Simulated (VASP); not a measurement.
# Cr (Im-3m) in VASP: single point with PBE

Aim: the single point of Cr with PBE.

Program: VASP 6.6.1. These are calculated values, not measurements. Logs are shortened: lines on timing, memory, paths and dates and some standing lists are left out, and cuts for length are marked.

### 1 The cell of the first run

It takes space group Im-3m (No. 229, cubic). Conventional cell: a = 2.715 Å, b = 2.715 Å, c = 2.715 Å, α = 90.00°, β = 90.00°, γ = 90.00°. Within 3.1 Å of Cr (site symmetry m-3m) lie 14 Cr at 2.35 to 2.72 Å.

### 2 Single point, PBE

INCAR reads:

```
SYSTEM = Cr
PREC = Accurate ; ENCUT = 520
EDIFF = 1E-6 ; ISMEAR = 0
SIGMA = 0.1 ; LREAL = .FALSE.
LASPH = .TRUE. ; NELM = 100
ALGO = Fast ; ISIF = 2
LWAVE = .FALSE. ; LCHARG = .FALSE.
GGA = PE ; NBANDS = 19
```

KPOINTS reads:

```
regular mesh
0
G
  38 38 38
  0 0 0
```

POSCAR reads:

```
Cr
1.0
    2.7150138463      0.0000000000      0.0000000000
    0.0000000000      2.7150138463      0.0000000000
    0.0000000000      0.0000000000      2.7150138463
Cr
2
Direct
    0.0000000000      0.0000000000      0.0000000000
    0.5000000000      0.5000000000      0.5000000000
```

Potentials or basis: VASP PAW PBE potentials, release 64 (Cr_pv).

On the command line:

```console
$ cat potpaw_PBE.64/Cr_pv/POTCAR > POTCAR
$ mpirun -np 1 vasp_std > vasp.out
```

OUTCAR:

```text
SYSTEM = Cr
   PREC = Accurate
   ENCUT = 520
   EDIFF = 1E-6
   ISMEAR = 0
   LREAL = .FALSE.
   LASPH = .TRUE.
   NELM = 100
   ISIF = 2
   GGA = PE

 ion  position               nearest neighbor table
   1  0.000  0.000  0.000-   2 2.35   2 2.35   2 2.35   2 2.35   2 2.35   2 2.35   2 2.35   2 2.35

   2  0.500  0.500  0.500-   1 2.35   1 2.35   1 2.35   1 2.35   1 2.35   1 2.35   1 2.35   1 2.35

  LATTYP: Found a simple cubic cell.
 ALAT       =     2.7150138463

  Lattice vectors:

 A1 = (   2.7150138463,   0.0000000000,   0.0000000000)
 A2 = (   0.0000000000,   2.7150138463,   0.0000000000)
 A3 = (   0.0000000000,   0.0000000000,   2.7150138463)

Analysis of symmetry for initial positions (statically):
=====================================================================
 Subroutine PRICEL returns following result:

  LATTYP: Found a body centered cubic cell.
 ALAT       =     2.7150138463

  Lattice vectors:

 A1 = (   1.3575069232,   1.3575069232,  -1.3575069231)
 A2 = (  -1.3575069232,   1.3575069231,   1.3575069231)
 A3 = (   1.3575069232,  -1.3575069231,   1.3575069232)

   2 primitive cells build up your supercell.

 Routine SETGRP: Setting up the symmetry group for a
 simple cubic supercell.

 Subroutine GETGRP returns: Found 48 space group operations
 (whereof 48 operations were pure point group operations)
 out of a pool of 48 trial point group operations.

The static configuration has the point symmetry O_h .

Analysis of symmetry for dynamics (positions and initial velocities):
=====================================================================
 Subroutine PRICEL returns following result:

  LATTYP: Found a body centered cubic cell.
 ALAT       =     2.7150138463

  Lattice vectors:

 A1 = (   1.3575069232,   1.3575069232,  -1.3575069231)
 A2 = (  -1.3575069232,   1.3575069231,   1.3575069231)
 A3 = (   1.3575069232,  -1.3575069231,   1.3575069232)

   2 primitive cells build up your supercell.

 Routine SETGRP: Setting up the symmetry group for a
 simple cubic supercell.

 Subroutine GETGRP returns: Found 48 space group operations
 (whereof 48 operations were pure point group operations)
 out of a pool of 48 trial point group operations.

The dynamic configuration has the point symmetry O_h .

 Subroutine INISYM returns: Found 48 space group operations
 (whereof 48 operations are pure point group operations),
 and found     2 'primitive' translations

----------------------------------------------------------------------------------------

                                     Primitive cell

  volume of cell :      10.0066

  direct lattice vectors                    reciprocal lattice vectors
     1.357506923  1.357506923 -1.357506923     0.368322247  0.368322247  0.000000000
    -1.357506923  1.357506923  1.357506923    -0.000000000  0.368322247  0.368322247
     1.357506923 -1.357506923  1.357506923     0.368322247  0.000000000  0.368322247

  length of vectors
     2.351270963  2.351270963  2.351270963     0.520886317  0.520886317  0.520886317

  position of ions in fractional coordinates (direct lattice)
     0.000000000  0.000000000  0.000000000

  ion indices of the primitive-cell ions
   primitive index   ion index
                 1           1

----------------------------------------------------------------------------------------

 KPOINTS: regular mesh

Automatic generation of k-mesh.
 Grid dimensions read from file:
 generate k-points for:   38   38   38

 Generating k-lattice:

  Cartesian coordinates                     Fractional coordinates (reciprocal lattice)
     0.009692691  0.000000000  0.000000000     0.026315789  0.000000000  0.000000000
     0.000000000  0.009692691  0.000000000     0.000000000  0.026315789  0.000000000
     0.000000000  0.000000000  0.009692691     0.000000000  0.000000000  0.026315789

  Length of vectors
     0.009692691  0.009692691  0.009692691

  Shift w.r.t. Gamma in fractional coordinates (k-lattice)
     0.000000000  0.000000000  0.000000000

 Subroutine IBZKPT returns following result:
 ===========================================

 Found   1540 irreducible k-points:

 Following reciprocal coordinates:
            Coordinates               Weight
  0.000000  0.000000  0.000000      1.000000
  0.026316  0.000000  0.000000      6.000000
  0.052632  0.000000  0.000000      6.000000
  0.078947  0.000000  0.000000      6.000000
  0.105263  0.000000  0.000000      6.000000
  0.131579  0.000000  0.000000      6.000000
[... 16 lines left out ...]
  0.078947  0.026316  0.000000     24.000000
  0.105263  0.026316  0.000000     24.000000
 [... further k-points ...]
   k-points           NKPTS =   1540   k-points in BZ     NKDIM =   1540   number of bands    NBANDS=     19
   number of dos      NEDOS =    301   number of ions     NIONS =      2
   total plane-waves  NPLWV =   8000
   dimension x,y,z NGX =    20 NGY =   20 NGZ =   20
   dimension x,y,z NGXF=    40 NGYF=   40 NGZF=   40
   ions per type =               2
   NGX,Y,Z   is equivalent  to a cutoff of  12.25, 12.25, 12.25 a.u.
   NGXF,Y,Z  is equivalent  to a cutoff of  24.49, 24.49, 24.49 a.u.
 SYSTEM =  Cr
   PREC   = accura    normal or accurate (medium, high low for compatibility)
   ISTART =      0    job   : 0-new  1-cont  2-samecut
   ICHARG =      2    charge: 1-file 2-atom 10-const
   ISPIN  =      1    spin polarized calculation?
   LNONCOLLINEAR =      F non collinear calculations
   LSORBIT =      F    spin-orbit coupling
   LASPH  =      T    aspherical Exc in radial PAW
   ENCUT  =  520.0 eV  38.22 Ry    6.18 a.u.   5.05  5.05  5.05*2*pi/ulx,y,z
   NELM   =    100;   NELMIN=  2; NELMDL= -5     # of ELM steps
   EDIFF  = 0.1E-05   stopping-criterion for ELM
   LREAL  =      F    real-space projection
   EDIFFG = 0.1E-04   stopping-criterion for IOM
   NSW    =      0    number of steps for IOM
   IBRION =     -1    ionic relax: 0-MD 1-quasi-New 2-CG
   NFREE  =      0    steps in history (QN), initial steepest desc. (CG)
   ISIF   =      2    stress and relaxation
   ISYM   =      2    0-nonsym 1-usesym 2-fastsym
   POTIM  = 0.5000    time-step for ionic-motion
   TEBEG  =    0.0;   TEEND  =   0.0 temperature during run
   PSTRESS=    0.0 pullay stress
   NELECT =      24.0000    total number of electrons
   NUPDOWN=      -1.0000    fix difference up-down
   EMIN   =  10.00;   EMAX   =-10.00  energy-range for DOS
   EFERMI =   0.00;   METHOD = LEGACY
   ISMEAR =     0;   SIGMA  =   0.10  broadening in eV -4-tet -1-fermi 0-gaus
   EFERMI_NEDOS =   21; number of points for ismear=-14 and -15
   IALGO  =     68    algorithm
   IMIX   =      4    mixing-type and parameters
     AMIX     =   0.40;   BMIX     =  1.00
     AMIX_MAG =   1.60;   BMIX_MAG =  1.00
  volume/ion in A,a.u.               =      10.01        67.53
  Fermi-wavevector in a.u.,A,eV,Ry     =   1.739295  3.286791 41.159615  3.025146
  Thomas-Fermi vector in A             =   2.812163
   LORBIT       =      0    0 simple, 1 ext, 2 COOP (PROOUT), +10 PAW based schemes
   GGA     = PE    functional components
   LHFCALC =     F    Hartree Fock is set to
   AEXX    =    0.0000 exact exchange contribution
   IVDW    =     0    specifies the selected vdW correction
   LEPSILON=     F    determine dielectric tensor
   LRPA    =     F    only Hartree local field effects (RPA)
 non-spin polarized calculation
 RMM-DIIS sequential band-by-band and
 Gauss-broadening in eV      SIGMA  =   0.10
  energy-cutoff  :      520.00
  volume of cell :       20.01
 maximum number of plane-waves:       554
   NGX = 11   NGY = 11   NGZ = 11

 number of electron      23.9999959 magnetization

 Free energy of the ion-electron system (eV)
  ---------------------------------------------------
  ext. energy  EPLUGINS =         0.00000000
  ---------------------------------------------------
  free energy    TOTEN  =       -18.61758824 eV

  energy without entropy =      -18.61129258  energy(sigma->0) =      -18.61444041

 E-fermi :  13.1925     XC(G=0): -14.5282

 val. band max:       13.1921124398   @ k =   0.3684   0.1316   0.0000
 cond. band min:      13.1937002729   @ k =   0.2105   0.1316   0.1053
 fundamental gap:      0.0015878331
 Fermi energy:        13.1924987673

 k-point     1 :       0.0000    0.0000    0.0000
  band No.  band energies     occupation
      1     -30.3026      2.00000
      2     -30.3026      2.00000
      3     -30.3026      2.00000
      4     -29.3432      2.00000
      5     -29.3432      2.00000
      6     -29.3432      2.00000
[... 11 lines left out ...]
     18      20.3709      0.00000
     19      24.9637      0.00000

 k-point     2 :       0.0263    0.0000    0.0000
  band No.  band energies     occupation
      1     -30.3029      2.00000
      2     -30.3009      2.00000
      3     -30.3009      2.00000
      4     -29.3469      2.00000
      5     -29.3447      2.00000
      6     -29.3447      2.00000
[... 11 lines left out ...]
     18      20.3712      0.00000
     19      25.0275      0.00000

 k-point     3 :       0.0526    0.0000    0.0000
  band No.  band energies     occupation
      1     -30.3038      2.00000
      2     -30.2957      2.00000
      3     -30.2957      2.00000
      4     -29.3580      2.00000
      5     -29.3493      2.00000
      6     -29.3493      2.00000
[... 11 lines left out ...]
     18      20.3694      0.00000
     19      20.3732      0.00000

 k-point     4 :       0.0789    0.0000    0.0000
  band No.  band energies     occupation
      1     -30.3051      2.00000
      2     -30.2871      2.00000
      3     -30.2871      2.00000
      4     -29.3762      2.00000
      5     -29.3569      2.00000
      6     -29.3569      2.00000
[... 11 lines left out ...]
     18      20.3706      0.00000
     19      24.5010      0.00000

 k-point     5 :       0.1053    0.0000    0.0000
  band No.  band energies     occupation
      1     -30.3066      2.00000
      2     -30.2752      2.00000
      3     -30.2752      2.00000
      4     -29.4013      2.00000
      5     -29.3675      2.00000
      6     -29.3675      2.00000
[... 11 lines left out ...]
     18      20.3708      0.00000
     19      24.0364      0.00000

 k-point     6 :       0.1316    0.0000    0.0000
  band No.  band energies     occupation
      1     -30.3082      2.00000
      2     -30.2600      2.00000
      3     -30.2600      2.00000
      4     -29.4326      2.00000
      5     -29.3811      2.00000
      6     -29.3811      2.00000
[... 11 lines left out ...]
     18      20.3696      0.00000
     19      23.5254      0.00000

 k-point     7 :       0.1579    0.0000    0.0000
  band No.  band energies     occupation
      1     -30.3094      2.00000
      2     -30.2417      2.00000
      3     -30.2417      2.00000
      4     -29.4696      2.00000
      5     -29.3975      2.00000
      6     -29.3975      2.00000
[... 11 lines left out ...]
     18      20.3702      0.00000
     19      22.9519      0.00000

 k-point     8 :       0.1842    0.0000    0.0000
  band No.  band energies     occupation
      1     -30.3098      2.00000
      2     -30.2204      2.00000
      3     -30.2204      2.00000
      4     -29.5116      2.00000
      5     -29.4167      2.00000
      6     -29.4167      2.00000
[... 256 lines left out ...]
 k-point    20 :       0.5000    0.0000    0.0000
  band No.  band energies     occupation
      1     -30.1127      2.00000
      2     -30.1127      2.00000
      3     -29.8085      2.00000
      4     -29.8085      2.00000
      5     -29.8085      2.00000
      6     -29.8085      2.00000
[... 11 lines left out ...]
     18      16.3560      0.00000
     19      20.3718      0.00000

 k-point    21 :       0.0263    0.0263    0.0000
  band No.  band energies     occupation
      1     -30.3059      2.00000
      2     -30.2992      2.00000
      3     -30.2965      2.00000
      4     -29.3535      2.00000
      5     -29.3462      2.00000
      6     -29.3432      2.00000
[... 11 lines left out ...]
     18      20.3698      0.00000
     19      24.9074      0.00000

 k-point    22 :       0.0526    0.0263    0.0000
  band No.  band energies     occupation
      1     -30.3089      2.00000
      2     -30.2940      2.00000
      3     -30.2892      2.00000
      4     -29.3670      2.00000
      5     -29.3508      2.00000
      6     -29.3455      2.00000
[... 11 lines left out ...]
     18      20.3708      0.00000
     19      24.8251      0.00000

 k-point    23 :       0.0789    0.0263    0.0000
  band No.  band energies     occupation
      1     -30.3116      2.00000
      2     -30.2854      2.00000
      3     -30.2793      2.00000
      4     -29.3867      2.00000
      5     -29.3584      2.00000
      6     -29.3516      2.00000
[... 11 lines left out ...]
     18      20.3707      0.00000
     19      24.4445      0.00000

 k-point    24 :       0.1053    0.0263    0.0000
  band No.  band energies     occupation
      1     -30.3139      2.00000
      2     -30.2735      2.00000
      3     -30.2666      2.00000
      4     -29.4125      2.00000
      5     -29.3690      2.00000
      6     -29.3613      2.00000
[... 11 lines left out ...]
     18      20.3707      0.00000
     19      24.0853      0.00000

 [... further k-points ...]

------------------------ aborting loop because EDIFF is reached ----------------------------------------

  FORCE on cell =-STRESS in cart. coord.  units (eV):
  Direction    XX          YY          ZZ          XY          YZ          ZX
  --------------------------------------------------------------------------------------
  -------------------------------------------------------------------------------------
  Total        6.2045682      6.2045682      6.2045682     -0.0000000     -0.0000000      0.0000000
  in kB      496.7135413    496.7135413    496.7135413     -0.0000000     -0.0000000      0.0000000
  external PRESSURE =     496.7135413 kB  Pullay stress =       0.0000000 kB

 VOLUME and BASIS-vectors are now :
 -----------------------------------------------------------------------------
  energy-cutoff  :      520.00
  volume of cell :       20.01
      direct lattice vectors                 reciprocal lattice vectors
     2.715013846  0.000000000  0.000000000     0.368322247  0.000000000  0.000000000
     0.000000000  2.715013846  0.000000000     0.000000000  0.368322247  0.000000000
     0.000000000  0.000000000  2.715013846     0.000000000  0.000000000  0.368322247

 POSITION                                       TOTAL-FORCE (eV/Angst)
 -----------------------------------------------------------------------------------
      0.00000      0.00000      0.00000        -0.000000     -0.000000     -0.000000
      1.35751      1.35751      1.35751         0.000000      0.000000      0.000000
 -----------------------------------------------------------------------------------
    total drift:                               -0.000000      0.000000      0.000000

  FREE ENERGIE OF THE ION-ELECTRON SYSTEM (eV)
  ---------------------------------------------------
  free  energy   TOTEN  =       -18.6175882410 eV

  energy  without entropy=      -18.6112925804  energy(sigma->0) =      -18.61444041
```

It took 9.1 min on 1 thread of Oxide Virtual Turin-like, shared host; peak memory 0.49 GiB.

Results:

| Property | Result |
| --- | --- |
| Free energy | -18.6176 eV |
| Pressure | 49.7 GPa |
| Band gap on the k mesh | zero (bands 12 and 13 overlap by 1.91 eV) |

Levels at points of the mesh, in eV from the Fermi level:
| k point | band 8 | band 9 | band 10 | band 11 | band 12 | band 13 | band 14 | band 15 | band 16 | band 17 |
| --- | --- | --- | --- | --- | --- | --- | --- | --- | --- | --- |
| (0.00, 0.00, 0.00) | -5.33 | -5.33 | -1.15 | -1.15 | -1.15 | 1.32 | 1.32 | 2.95 | 2.95 | 2.95 |
| (0.50, 0.00, 0.00) | -4.24 | -2.35 | -2.35 | -0.53 | -0.53 | -0.53 | -0.53 | 0.77 | 0.77 | 3.16 |
| (0.50, 0.50, 0.00) | -5.24 | -3.04 | -3.04 | 1.36 | 1.36 | 1.54 | 1.54 | 1.76 | 1.76 | 3.44 |
| (0.50, 0.50, 0.50) | -2.73 | -2.73 | -2.73 | -2.73 | -2.73 | 1.84 | 1.84 | 1.84 | 1.84 | 7.17 |

Caveat: the cell stands under pressure; the run has no spin polarisation, though such a crystal can be magnetic.
